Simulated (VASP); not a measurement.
# Ta (Im-3m) in VASP: a series of runs

Ta is run at these levels: LDA; tasks: relaxation of cell and atoms, single point.

All numbers are computed with VASP 6.6.1; they aren't measurements. Logs are shortened: lines on timing, memory, paths and dates and some standing lists are left out, and cuts for length are marked.

**1. The cell of the first run**

The structure is cubic, space group Im-3m (No. 229). The conventional cell has a = 3.247 Å, b = 3.247 Å, c = 3.247 Å, α = 90.00°, β = 90.00°, γ = 90.00°. Within 3.7 Å of Ta (site symmetry m-3m) lie 14 Ta at 2.81 to 3.25 Å.

**2. Relaxation of cell and atoms, LDA**

INCAR reads:

```
SYSTEM = Ta
PREC     = Accurate       ! precision mode
ENCUT    = 600            ! plane-wave cutoff, eV
EDIFF    = 1E-7           ! SCF threshold, eV
ISMEAR   = 0              ! smearing method
SIGMA    = 0.1            ! smearing width, eV
LREAL    = .False.        ! projectors in reciprocal space
LASPH    = .True.         ! aspherical terms in the spheres
NELM     = 80             ! most SCF steps
ALGO     = Fast           ! electronic algorithm
ISIF     = 3              ! what is computed and relaxed
LWAVE    = .False.        ! write WAVECAR
LCHARG   = .False.        ! write CHGCAR
GGA      = CA             ! functional
IBRION   = 2              ! ionic algorithm
NSW      = 100            ! ionic steps
EDIFFG   = -0.002         ! ionic threshold
```

KPOINTS reads:

```
Automatic mesh
0
Gamma
  16 16 16
  0 0 0
```

POSCAR reads:

```
Ta
1.0
   -1.6234849723      1.6234849723      1.6234849723
    1.6234849723     -1.6234849723      1.6234849723
    1.6234849723      1.6234849723     -1.6234849723
Ta
1
Direct
    0.0000000000      0.0000000000      0.0000000000
```

Potentials or basis: VASP PAW LDA potentials, release 64 (Ta_pv).

Run with:

```bash
$ cat potpaw_LDA.64/Ta_pv/POTCAR > POTCAR
$ mpirun -np 1 vasp_std > vasp.out
```

OUTCAR:

```text
SYSTEM = Ta
   PREC = Accurate
   ENCUT = 600
   EDIFF = 1E-7
   ISMEAR = 0
   LREAL = .False.
   LASPH = .True.
   NELM = 80
   ISIF = 3
   GGA = CA
   IBRION = 2
   NSW = 100
   EDIFFG = -0.002

 ion  position               nearest neighbor table
   1  0.000  0.000  0.000-

  LATTYP: Found a body centered cubic cell.
 ALAT       =     3.2469699446

  Lattice vectors:

 A1 = (  -1.6234849723,   1.6234849723,   1.6234849723)
 A2 = (   1.6234849723,  -1.6234849723,   1.6234849723)
 A3 = (   1.6234849723,   1.6234849723,  -1.6234849723)

Analysis of symmetry for initial positions (statically):
=====================================================================
 Subroutine PRICEL returns:
 Original cell was already a primitive cell.

 Routine SETGRP: Setting up the symmetry group for a
 body centered cubic supercell.

 Subroutine GETGRP returns: Found 48 space group operations
 (whereof 48 operations were pure point group operations)
 out of a pool of 48 trial point group operations.

The static configuration has the point symmetry O_h .

Analysis of symmetry for dynamics (positions and initial velocities):
=====================================================================
 Subroutine PRICEL returns:
 Original cell was already a primitive cell.

 Routine SETGRP: Setting up the symmetry group for a
 body centered cubic supercell.

 Subroutine GETGRP returns: Found 48 space group operations
 (whereof 48 operations were pure point group operations)
 out of a pool of 48 trial point group operations.

The dynamic configuration has the point symmetry O_h .

 Subroutine INISYM returns: Found 48 space group operations
 (whereof 48 operations are pure point group operations),
 and found     1 'primitive' translations

----------------------------------------------------------------------------------------

                                     Primitive cell

  volume of cell :      17.1161

  direct lattice vectors                    reciprocal lattice vectors
    -1.623484972  1.623484972  1.623484972     0.000000000  0.307979445  0.307979445
     1.623484972 -1.623484972  1.623484972     0.307979445  0.000000000  0.307979445
     1.623484972  1.623484972 -1.623484972     0.307979445  0.307979445  0.000000000

  length of vectors
     2.811958457  2.811958457  2.811958457     0.435548707  0.435548707  0.435548707

  position of ions in fractional coordinates (direct lattice)
     0.000000000  0.000000000  0.000000000

  ion indices of the primitive-cell ions
   primitive index   ion index
                 1           1

----------------------------------------------------------------------------------------

 KPOINTS: Automatic mesh

Automatic generation of k-mesh.
 Grid dimensions read from file:
 generate k-points for:   16   16   16

 Generating k-lattice:

  Cartesian coordinates                     Fractional coordinates (reciprocal lattice)
     0.000000000  0.019248715  0.019248715     0.062500000  0.000000000  0.000000000
     0.019248715  0.000000000  0.019248715     0.000000000  0.062500000  0.000000000
     0.019248715  0.019248715  0.000000000     0.000000000  0.000000000  0.062500000

  Length of vectors
     0.027221794  0.027221794  0.027221794

  Shift w.r.t. Gamma in fractional coordinates (k-lattice)
     0.000000000  0.000000000  0.000000000

 Subroutine IBZKPT returns following result:
 ===========================================

 Found    145 irreducible k-points:

 Following reciprocal coordinates:
            Coordinates               Weight
  0.000000  0.000000  0.000000      1.000000
  0.062500  0.000000  0.000000     12.000000
  0.125000  0.000000  0.000000     12.000000
  0.187500  0.000000  0.000000     12.000000
  0.250000  0.000000  0.000000     12.000000
  0.312500  0.000000  0.000000     12.000000
[... 16 lines left out ...]
  0.187500  0.187500  0.000000     24.000000
  0.250000  0.187500  0.000000     48.000000
 [... further k-points ...]
   k-points           NKPTS =    145   k-points in BZ     NKDIM =    145   number of bands    NBANDS=      9
   number of dos      NEDOS =    301   number of ions     NIONS =      1
   total plane-waves  NPLWV =  13824
   dimension x,y,z NGX =    24 NGY =   24 NGZ =   24
   dimension x,y,z NGXF=    48 NGYF=   48 NGZF=   48
   ions per type =               1
   NGX,Y,Z   is equivalent  to a cutoff of  14.19, 14.19, 14.19 a.u.
   NGXF,Y,Z  is equivalent  to a cutoff of  28.38, 28.38, 28.38 a.u.
 SYSTEM =  Ta
   PREC   = accura    normal or accurate (medium, high low for compatibility)
   ISTART =      0    job   : 0-new  1-cont  2-samecut
   ICHARG =      2    charge: 1-file 2-atom 10-const
   ISPIN  =      1    spin polarized calculation?
   LNONCOLLINEAR =      F non collinear calculations
   LSORBIT =      F    spin-orbit coupling
   LASPH  =      T    aspherical Exc in radial PAW
   ENCUT  =  600.0 eV  44.10 Ry    6.64 a.u.   5.62  5.62  5.62*2*pi/ulx,y,z
   NELM   =     80;   NELMIN=  2; NELMDL= -5     # of ELM steps
   EDIFF  = 0.1E-06   stopping-criterion for ELM
   LREAL  =      F    real-space projection
   EDIFFG = -.2E-02   stopping-criterion for IOM
   NSW    =    100    number of steps for IOM
   IBRION =      2    ionic relax: 0-MD 1-quasi-New 2-CG
   NFREE  =      1    steps in history (QN), initial steepest desc. (CG)
   ISIF   =      3    stress and relaxation
   ISYM   =      2    0-nonsym 1-usesym 2-fastsym
   POTIM  = 0.5000    time-step for ionic-motion
   TEBEG  =    0.0;   TEEND  =   0.0 temperature during run
   PSTRESS=    0.0 pullay stress
   NELECT =      11.0000    total number of electrons
   NUPDOWN=      -1.0000    fix difference up-down
   EMIN   =  10.00;   EMAX   =-10.00  energy-range for DOS
   EFERMI =   0.00;   METHOD = LEGACY
   ISMEAR =     0;   SIGMA  =   0.10  broadening in eV -4-tet -1-fermi 0-gaus
   EFERMI_NEDOS =   21; number of points for ismear=-14 and -15
   IALGO  =     68    algorithm
   IMIX   =      4    mixing-type and parameters
     AMIX     =   0.40;   BMIX     =  1.00
     AMIX_MAG =   1.60;   BMIX_MAG =  1.00
  volume/ion in A,a.u.               =      17.12       115.51
  Fermi-wavevector in a.u.,A,eV,Ry     =   1.412768  2.669744 27.156043  1.995913
  Thomas-Fermi vector in A             =   2.534482
   LORBIT       =      0    0 simple, 1 ext, 2 COOP (PROOUT), +10 PAW based schemes
   GGA     = CA    functional components
   LHFCALC =     F    Hartree Fock is set to
   AEXX    =    0.0000 exact exchange contribution
   IVDW    =     0    specifies the selected vdW correction
   LEPSILON=     F    determine dielectric tensor
   LRPA    =     F    only Hartree local field effects (RPA)
 conjugate gradient relaxation of ions
 non-spin polarized calculation
 RMM-DIIS sequential band-by-band and
 Gauss-broadening in eV      SIGMA  =   0.10
  energy-cutoff  :      600.00
  volume of cell :       17.12
 maximum number of plane-waves:       603
   NGX = 11   NGY = 11   NGZ = 11

--------------------------------------- Ionic step        1  -------------------------------------------

 number of electron      10.9999999 magnetization

 Free energy of the ion-electron system (eV)
  ---------------------------------------------------
  ext. energy  EPLUGINS =         0.00000000
  ---------------------------------------------------
  free energy    TOTEN  =       -12.82651165 eV

  energy without entropy =      -12.81913798  energy(sigma->0) =      -12.82282482

------------------------ aborting loop because EDIFF is reached ----------------------------------------

  FORCE on cell =-STRESS in cart. coord.  units (eV):
  Direction    XX          YY          ZZ          XY          YZ          ZX
  --------------------------------------------------------------------------------------
  -------------------------------------------------------------------------------------
  Total        0.2135903      0.2135903      0.2135903     -0.0000000     -0.0000000      0.0000000
  in kB       19.9934290     19.9934290     19.9934290     -0.0000000     -0.0000000      0.0000000
  external PRESSURE =      19.9934290 kB  Pullay stress =       0.0000000 kB

 VOLUME and BASIS-vectors are now :
 -----------------------------------------------------------------------------
  energy-cutoff  :      600.00
  volume of cell :       17.12
      direct lattice vectors                 reciprocal lattice vectors
    -1.623484972  1.623484972  1.623484972     0.000000000  0.307979445  0.307979445
     1.623484972 -1.623484972  1.623484972     0.307979445  0.000000000  0.307979445
     1.623484972  1.623484972 -1.623484972     0.307979445  0.307979445  0.000000000
[... 71 lines left out ...]
 POSITION                                       TOTAL-FORCE (eV/Angst)
 -----------------------------------------------------------------------------------
      0.00000     -0.00000      0.00000         0.000000      0.000000     -0.000000
 -----------------------------------------------------------------------------------
    total drift:                                0.000000      0.000000      0.000000

  FREE ENERGIE OF THE ION-ELECTRON SYSTEM (eV)
  ---------------------------------------------------
  free  energy   TOTEN  =       -12.8275003165 eV

  energy  without entropy=      -12.8198910892  energy(sigma->0) =      -12.82369570

--------------------------------------- Ionic step        4  -------------------------------------------

 number of electron      11.0000000 magnetization

 Free energy of the ion-electron system (eV)
  ---------------------------------------------------
  ext. energy  EPLUGINS =         0.00000000
  ---------------------------------------------------
  free energy    TOTEN  =       -12.82750057 eV

  energy without entropy =      -12.81989596  energy(sigma->0) =      -12.82369827

 E-fermi :   5.7424     XC(G=0): -13.0090

 val. band max:        5.7376281562   @ k =  -0.4375   0.4375   0.1250
 cond. band min:       5.7587664840   @ k =   0.1250   0.0625  -0.0000
 fundamental gap:      0.0211383279
 Fermi energy:         5.7424185688

 k-point     1 :       0.0000    0.0000    0.0000
  band No.  band energies     occupation
      1     -26.9809      2.00000
      2     -26.9809      2.00000
      3     -26.9809      2.00000
      4      -2.2469      2.00000
      5       6.4201      0.00000
      6       6.4201      0.00000
      7       6.4201      0.00000
      8       9.8293      0.00000
      9       9.8293      0.00000

 k-point     2 :       0.0625    0.0000    0.0000
  band No.  band energies     occupation
      1     -27.0383      2.00000
      2     -26.9982      2.00000
      3     -26.9812      2.00000
      4      -2.0614      2.00000
      5       6.3003      0.00000
      6       6.3872      0.00000
      7       6.6016      0.00000
      8       9.6329      0.00000
      9       9.8294      0.00000
[... 253 lines left out ...]
 k-point    24 :       0.2500    0.1875    0.0000
  band No.  band energies     occupation
      1     -28.0613      2.00000
      2     -27.4284      2.00000
      3     -27.1003      2.00000
      4       2.0325      2.00000
      5       4.3931      2.00000
      6       5.1434      2.00000
      7       9.1592      0.00000
      8      10.7477      0.00000
      9      12.8208      0.00000

 [... further k-points ...]
[... 5 lines left out ...]
  --------------------------------------------------------------------------------------
  -------------------------------------------------------------------------------------
  Total       -0.0001623     -0.0001623     -0.0001623     -0.0000000     -0.0000000     -0.0000000
  in kB       -0.0150493     -0.0150493     -0.0150493     -0.0000000     -0.0000000     -0.0000000
  external PRESSURE =      -0.0150493 kB  Pullay stress =       0.0000000 kB

 VOLUME and BASIS-vectors are now :
 -----------------------------------------------------------------------------
  energy-cutoff  :      600.00
  volume of cell :       17.27
      direct lattice vectors                 reciprocal lattice vectors
    -1.628473149  1.628473149  1.628473149     0.000000000  0.307036073  0.307036073
     1.628473149 -1.628473149  1.628473149     0.307036073  0.000000000  0.307036073
     1.628473149  1.628473149 -1.628473149     0.307036073  0.307036073  0.000000000

 POSITION                                       TOTAL-FORCE (eV/Angst)
 -----------------------------------------------------------------------------------
      0.00000     -0.00000      0.00000         0.000000     -0.000000      0.000000
 -----------------------------------------------------------------------------------
    total drift:                               -0.000000      0.000000     -0.000000

  FREE ENERGIE OF THE ION-ELECTRON SYSTEM (eV)
  ---------------------------------------------------
  free  energy   TOTEN  =       -12.8275005670 eV

  energy  without entropy=      -12.8198959649  energy(sigma->0) =      -12.82369827

 reached required accuracy - stopping structural energy minimisation
```

Run time: 30 s. Hardware: 1 thread of Intel Xeon 6975P-C (Granite Rapids), shared host; peak memory 0.16 GiB.

Results:

```yaml
Free_energy: -12.8275 eV
Relaxed_volume: 17.27 Å³/atom
Relaxed_cell: a = 2.821 Å, b = 2.821 Å, c = 2.821 Å, α = 109.47°, β = 109.47°, γ = 109.47°
Space_group_after_relaxing_to_0.05_Å: Im-3m (No. 229)
Energy_gained_by_relaxing: 1.0 meV/atom
Ionic_steps: 4
Pressure_after_relaxing: 0.0 GPa
```

Step by step:
| step | energy change (eV) | largest force (eV/Å) | pressure (GPa) | volume (Å³) |
| --- | --- | --- | --- | --- |
| 1 | 0.0000 | 0.0000 | 2.00 | 17.12 |
| 2 | 0.0043 | 0.0000 | -4.46 | 17.65 |
| 3 | -0.0010 | 0.0000 | -0.03 | 17.28 |
| 4 | -0.0010 | 0.0000 | 0.00 | 17.27 |

Final structure:
```cif
data_structure
_symmetry_space_group_name_H-M 'P 1'
_symmetry_Int_Tables_number 1
_cell_length_a 2.8206
_cell_length_b 2.8206
_cell_length_c 2.8206
_cell_angle_alpha 109.471
_cell_angle_beta 109.471
_cell_angle_gamma 109.471
_cell_volume 17.27
loop_
_atom_site_label
_atom_site_type_symbol
_atom_site_fract_x
_atom_site_fract_y
_atom_site_fract_z
_atom_site_occupancy
Ta1 Ta 0.00000 0.00000 0.00000 1
```

Caveat: spin-orbit coupling is left out, which moves the levels of the heavy elements.

(Continued in part 2 of 2.)
